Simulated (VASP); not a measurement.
# SnO2 (P4_2/mnm) in VASP: notebook, part 2 of 2

VASP 6.6.1. The steps go on from the part before.

## 3. Single point, r2SCAN (biaxial strain in the a-b plane: -4.5 %, then relaxed in part)

The input, POSCAR:

```
SnO2
1.0
    4.5450365398      0.0000000000      0.0000000000
    0.0000000000      4.5450365398      0.0000000000
    0.0000000000      0.0000000000      3.3202673074
Sn O
2 4
Direct
    0.5000000000      0.5000000000      0.5000000000
    0.0000000000      0.0000000000      0.0000000000
    0.1923786485      0.8076213515      0.5000000000
    0.8076213515      0.1923786485      0.5000000000
    0.3076213515      0.3076213515      0.0000000000
    0.6923786485      0.6923786485      0.0000000000
```

The input, INCAR.step1:

```
PREC     = Accurate       # precision mode
ENCUT    = 520            # plane-wave cutoff, eV
ISMEAR   = 0              # smearing method
SIGMA    = 0.02           # smearing width, eV
LREAL    = F              # projectors in reciprocal space
LASPH    = T              # aspherical terms in the spheres
NELM     = 100            # most SCF steps
NBANDS   = 35             # bands
GGA      = PE             # functional
ALGO     = Normal         # electronic algorithm
EDIFF    = 1E-4           # SCF threshold, eV
LWAVE    = T              # write WAVECAR
LCHARG   = F              # write CHGCAR
```

The input, INCAR.step2:

```
PREC     = Accurate       # precision mode
ENCUT    = 520            # plane-wave cutoff, eV
EDIFF    = 1E-6           # SCF threshold, eV
ISMEAR   = 0              # smearing method
SIGMA    = 0.02           # smearing width, eV
LREAL    = F              # projectors in reciprocal space
LASPH    = T              # aspherical terms in the spheres
NELM     = 100            # most SCF steps
ALGO     = Normal         # electronic algorithm
ISIF     = 2              # what is computed and relaxed
LWAVE    = F              # write WAVECAR
LCHARG   = F              # write CHGCAR
METAGGA  = R2SCAN         # meta-GGA
LMIXTAU  = T            
NBANDS   = 35             # bands
ISTART   = 1
```

The input, KPOINTS:

```
regular mesh
0
Gamma
  6 6 8
```

Potentials or basis: VASP PAW PBE potentials, release 64 (Sn_d, O).

Command:

```bash
> cat potpaw_PBE.64/Sn_d/POTCAR potpaw_PBE.64/O/POTCAR > POTCAR
> cp INCAR.step1 INCAR
> mpirun -np 1 vasp_std > vasp.out
> cp INCAR.step2 INCAR
> mpirun -np 1 vasp_std > vasp.out
```

OUTCAR:

```text
PREC = Accurate
   ENCUT = 520
   EDIFF = 1E-6
   ISMEAR = 0
   LREAL = F
   LASPH = T
   NELM = 100
   ISIF = 2
   METAGGA = R2SCAN
   ISTART = 1

 ion  position               nearest neighbor table
   1  0.500  0.500  0.500-   3 1.98   4 1.98   5 2.07   6 2.07   5 2.07   6 2.07   2 3.62   2 3.62
                             2 3.62   2 3.62   2 3.62   2 3.62   2 3.62   2 3.62
   2  0.000  0.000  0.000-   5 1.98   6 1.98   3 2.07   4 2.07   3 2.07   4 2.07   1 3.62   1 3.62
                             1 3.62   1 3.62   1 3.62   1 3.62   1 3.62   1 3.62
   3  0.192  0.808  0.500-   1 1.98   2 2.07   2 2.07
   4  0.808  0.192  0.500-   1 1.98   2 2.07   2 2.07
   5  0.308  0.308  0.000-   2 1.98   1 2.07   1 2.07
   6  0.692  0.692  0.000-   2 1.98   1 2.07   1 2.07
[... 1123 lines left out ...]
  Total        7.6539785      7.6539785      0.6098442     -0.0000000      0.0000000      0.0000000
  in kB      178.7927942    178.7927942     14.2456314     -0.0000000      0.0000000      0.0000000
  external PRESSURE =     123.9437399 kB  Pullay stress =       0.0000000 kB

 VOLUME and BASIS-vectors are now :
 -----------------------------------------------------------------------------
  energy-cutoff  :      520.00
  volume of cell :       68.59
      direct lattice vectors                 reciprocal lattice vectors
     4.545036540  0.000000000  0.000000000     0.220020233  0.000000000  0.000000000
     0.000000000  4.545036540  0.000000000     0.000000000  0.220020233  0.000000000
     0.000000000  0.000000000  3.320267307     0.000000000  0.000000000  0.301180570

 POSITION                                       TOTAL-FORCE (eV/Angst)
 -----------------------------------------------------------------------------------
      2.27252      2.27252      1.66013         0.000000      0.000000      0.000000
      0.00000      0.00000      0.00000         0.000000      0.000000      0.000000
      0.87437      3.67067      1.66013        -0.013972      0.013972     -0.000000
      3.67067      0.87437      1.66013         0.013972     -0.013972      0.000000
      1.39815      1.39815      0.00000         0.013972      0.013972     -0.000000
      3.14689      3.14689      0.00000        -0.013972     -0.013972      0.000000
 -----------------------------------------------------------------------------------
    total drift:                                0.000000      0.000000      0.000000

  FREE ENERGIE OF THE ION-ELECTRON SYSTEM (eV)
  ---------------------------------------------------
  free  energy   TOTEN  =       -84.2767998646 eV

  energy  without entropy=      -84.2767998646  energy(sigma->0) =      -84.27679986
```

OSZICAR.step1:

```text
N       E                     dE             d eps       ncg     rms          rms(c)
DAV:   1     0.638279393738E+03    0.63828E+03   -0.25626E+04  3943   0.237E+03
DAV:   2     0.560276316018E+02   -0.58225E+03   -0.54876E+03  3804   0.615E+02
DAV:   3    -0.382984992469E+02   -0.94326E+02   -0.92867E+02  3738   0.208E+02
DAV:   4    -0.430744222971E+02   -0.47759E+01   -0.47388E+01  4429   0.501E+01
DAV:   5    -0.431981580456E+02   -0.12374E+00   -0.12357E+00  4370   0.849E+00    0.165E+01
DAV:   6    -0.366555295876E+02    0.65426E+01   -0.17853E+01  5610   0.643E+01    0.637E+00
DAV:   7    -0.367825030811E+02   -0.12697E+00   -0.21842E+00  3949   0.827E+00    0.330E+00
DAV:   8    -0.367581426076E+02    0.24360E-01   -0.17882E-01  5072   0.488E+00    0.762E-01
DAV:   9    -0.367498372521E+02    0.83054E-02   -0.39813E-02  5676   0.339E+00    0.137E-01
DAV:  10    -0.367504544945E+02   -0.61724E-03   -0.43796E-03  3983   0.476E-01    0.681E-02
DAV:  11    -0.367505947412E+02   -0.14025E-03   -0.24293E-04  3931   0.122E-01    0.147E-02
DAV:  12    -0.367505938626E+02    0.87857E-06   -0.22815E-05  2173   0.545E-02
   1 F= -.36750594E+02 E0= -.36750594E+02  d E =-.479785E-13
```

It took 2.6 min on 1 thread of Intel Xeon 6975P-C (Granite Rapids), shared host; peak memory 0.25 GiB.

What came out:

* Free energy: -84.2768 eV
* Pressure: 12.4 GPa
* Largest force: 0.020 eV/Å
* Band gap on the k mesh: 2.28 eV

Forces in eV/Å, atoms in the order of the input:
```
Sn   0.000  0.000  0.000
Sn   0.000  0.000  0.000
O   -0.014  0.014  0.000
O    0.014 -0.014  0.000
O    0.014  0.014  0.000
O   -0.014 -0.014  0.000
```

Caveat: the cell differs from its parent crystal (biaxial strain in the a-b plane: -4.5 %, then relaxed in part); the cell stands under pressure; the PAW data sets were made with another functional, which shifts forces and pressure a little; spin-orbit coupling is left out, which moves the levels of the heavy elements.

## 4. Single point, r2SCAN

This run uses another cell than the first one, of 11.43 Å³/atom.

POSCAR is that of step 3.

The input, INCAR.step1:

```
SYSTEM = SnO2
PREC     = Accurate       ! precision mode
ENCUT    = 520            ! plane-wave cutoff, eV
ISMEAR   = 0              ! smearing method
SIGMA    = 0.02           ! smearing width, eV
LREAL    = .FALSE.        ! projectors in reciprocal space
LASPH    = .TRUE.         ! aspherical terms in the spheres
NELM     = 80             ! most SCF steps
NBANDS   = 35             ! bands
GGA      = PE             ! functional
ALGO     = Normal         ! electronic algorithm
EDIFF    = 1E-4           ! SCF threshold, eV
LWAVE    = .TRUE.         ! write WAVECAR
LCHARG   = .FALSE.        ! write CHGCAR
```

The input, INCAR.step2:

```
SYSTEM = SnO2
PREC     = Accurate       ! precision mode
ENCUT    = 520            ! plane-wave cutoff, eV
EDIFF    = 1E-6           ! SCF threshold, eV
ISMEAR   = 0              ! smearing method
SIGMA    = 0.02           ! smearing width, eV
LREAL    = .FALSE.        ! projectors in reciprocal space
LASPH    = .TRUE.         ! aspherical terms in the spheres
NELM     = 80             ! most SCF steps
ALGO     = Normal         ! electronic algorithm
ISIF     = 2              ! what is computed and relaxed
LWAVE    = .FALSE.        ! write WAVECAR
LCHARG   = .FALSE.        ! write CHGCAR
METAGGA  = R2SCAN         ! meta-GGA
LMIXTAU  = .TRUE.       
NBANDS   = 35             ! bands
ISTART   = 1
```

The input, KPOINTS:

```
regular mesh
0
G
  6 6 8
  0 0 0
```

Command:

```bash
> cat potpaw_PBE.64/Sn_d/POTCAR potpaw_PBE.64/O/POTCAR > POTCAR
> cp INCAR.step1 INCAR
> mpirun -np 1 vasp_std > vasp.out
> cp INCAR.step2 INCAR
> mpirun -np 1 vasp_std > vasp.out
```

Wall time 2.8 min (1 thread of Intel Xeon 6975P-C (Granite Rapids), shared host); peak memory 0.25 GiB.

The run converged. Its results:

| Property | Result |
| --- | --- |
| Free energy | -84.2768 eV |
| Pressure | 12.4 GPa |
| Largest force | 0.020 eV/Å |
| Band gap on the k mesh | 2.28 eV |

Forces on the atoms (eV/Å):
```
Sn   0.000  0.000  0.000
Sn   0.000  0.000  0.000
O   -0.014  0.014  0.000
O    0.014 -0.014  0.000
O    0.014  0.014  0.000
O   -0.014 -0.014  0.000
```

Stress tensor (GPa, compression positive):
```
17.88  0.00  0.00
 0.00 17.88  0.00
 0.00  0.00  1.42
```

Levels at points of the mesh, in eV from the valence-band top:
```tsv
k point	band 24	band 25	band 26	band 27	band 28	band 29
(0.00, 0.00, 0.00)	-0.69	-0.69	0.00	2.28	6.50	6.82
(0.50, 0.00, 0.00)	-1.25	-0.57	-0.57	5.54	5.54	7.57
(0.50, 0.50, 0.00)	-1.44	-0.75	-0.75	5.78	5.78	8.31
(0.00, 0.00, 0.50)	-1.80	-1.28	-1.28	7.46	7.46	11.02
(0.50, 0.00, 0.50)	-1.08	-0.37	-0.37	7.90	7.90	9.69
(0.50, 0.50, 0.50)	-0.89	-0.73	-0.73	6.30	6.30	9.95
```

Caveat: the cell stands under pressure; the PAW data sets were made with another functional, which shifts forces and pressure a little; spin-orbit coupling is left out, which moves the levels of the heavy elements.

## 5. Single point, r2SCAN (biaxial strain in the a-b plane: -3.0 %)

The input, POSCAR:

```
SnO2
1.0
    4.6164245483      0.0000000000      0.0000000000
    0.0000000000      4.6164245483      0.0000000000
    0.0000000000      0.0000000000      3.2588928231
Sn O
2 4
Direct
    0.5000000000      0.5000000000      0.5000000000
    0.0000000000      0.0000000000      0.0000000000
    0.1938535094      0.8061464906      0.5000000000
    0.8061464906      0.1938535094      0.5000000000
    0.3061464906      0.3061464906      0.0000000000
    0.6938535094      0.6938535094      0.0000000000
```

The input, INCAR.step1:

```
  PREC = Accurate
  ENCUT = 520
  ISMEAR = 0
  SIGMA = 0.02
  LREAL = False
  LASPH = True
  NELM = 80
  NBANDS = 35
  GGA = PE
  ALGO = Normal
  EDIFF = 1E-4
  LWAVE = True
  LCHARG = False
```

The input, INCAR.step2:

```
  PREC = Accurate
  ENCUT = 520
  EDIFF = 1E-6
  ISMEAR = 0
  SIGMA = 0.02
  LREAL = False
  LASPH = True
  NELM = 80
  ALGO = Normal
  ISIF = 2
  LWAVE = False
  LCHARG = False
  METAGGA = R2SCAN
  LMIXTAU = True
  NBANDS = 35
  ISTART = 1
```

The input, KPOINTS:

```
Automatic mesh
0
Gamma
  6 6 8
```

Command:

```bash
> cat potpaw_PBE.64/Sn_d/POTCAR potpaw_PBE.64/O/POTCAR > POTCAR
> cp INCAR.step1 INCAR
> mpirun -np 1 vasp_std > vasp.out
> cp INCAR.step2 INCAR
> mpirun -np 1 vasp_std > vasp.out
```

Run time: 2.3 min. Hardware: 1 thread of Intel Xeon 6975P-C (Granite Rapids), shared host; peak memory 0.24 GiB.

The run converged. Its results:

```
Free energy            : -84.4629 eV
Pressure               : 9.8 GPa
Largest force          : 0.074 eV/Å
Band gap on the k mesh : 2.20 eV
```

Forces on the atoms (eV/Å):
```
Sn   0.000  0.000  0.000
Sn   0.000  0.000  0.000
O   -0.052  0.052  0.000
O    0.052 -0.052  0.000
O    0.052  0.052  0.000
O   -0.052 -0.052  0.000
```

Stress tensor (GPa, compression positive):
```
12.93  0.00  0.00
 0.00 12.93  0.00
 0.00  0.00  3.67
```

Levels at points of the mesh, in eV from the valence-band top:
```csv
k point,band 23,band 24,band 25,band 26,band 27,band 28,band 29,band 30
"(0.00, 0.00, 0.00)",-1.29,-0.74,-0.74,0.00,2.20,6.75,6.96,6.96
"(0.50, 0.00, 0.00)",-1.23,-1.23,-0.59,-0.59,5.45,5.45,7.73,7.73
"(0.50, 0.50, 0.00)",-1.39,-1.39,-0.84,-0.84,5.79,5.79,8.35,8.35
"(0.00, 0.00, 0.50)",-1.78,-1.78,-1.30,-1.30,7.35,7.35,10.98,10.98
"(0.50, 0.00, 0.50)",-1.12,-1.12,-0.51,-0.51,7.72,7.72,9.47,9.47
"(0.50, 0.50, 0.50)",-0.93,-0.93,-0.80,-0.80,6.07,6.07,9.90,9.90
```

Caveat: the cell differs from its parent crystal (biaxial strain in the a-b plane: -3.0 %); the cell stands under pressure; the PAW data sets were made with another functional, which shifts forces and pressure a little; spin-orbit coupling is left out, which moves the levels of the heavy elements.

## 6. Overview

| cell | gap on the mesh (eV) | pressure (GPa) | largest force (eV/Å) |
| --- | --- | --- | --- |
| a = 4.545, b = 4.545, c = 3.288 Å, 6 atoms | 2.43 | 15.4 | 0.13 |
| a = 4.545, b = 4.545, c = 3.320 Å, 6 atoms | 2.28 | 12.4 | 0.02 |
| a = 4.616, b = 4.616, c = 3.259 Å, 6 atoms | 2.20 | 9.8 | 0.07 |

Alike in all rows: task single point; level r2SCAN; potentials or basis VASP PAW PBE potentials, release 64 (Sn_d, O); no spin polarisation; k mesh 6 × 6 × 8; cutoff (eV) 520; smearing gaussian 0.02 eV.

Caveats: the cell stands under pressure; the PAW data sets were made with another functional, which shifts forces and pressure a little; spin-orbit coupling is left out, which moves the levels of the heavy elements.

Total energies depend on the potentials used, so only differences within one code and one set of settings carry meaning.
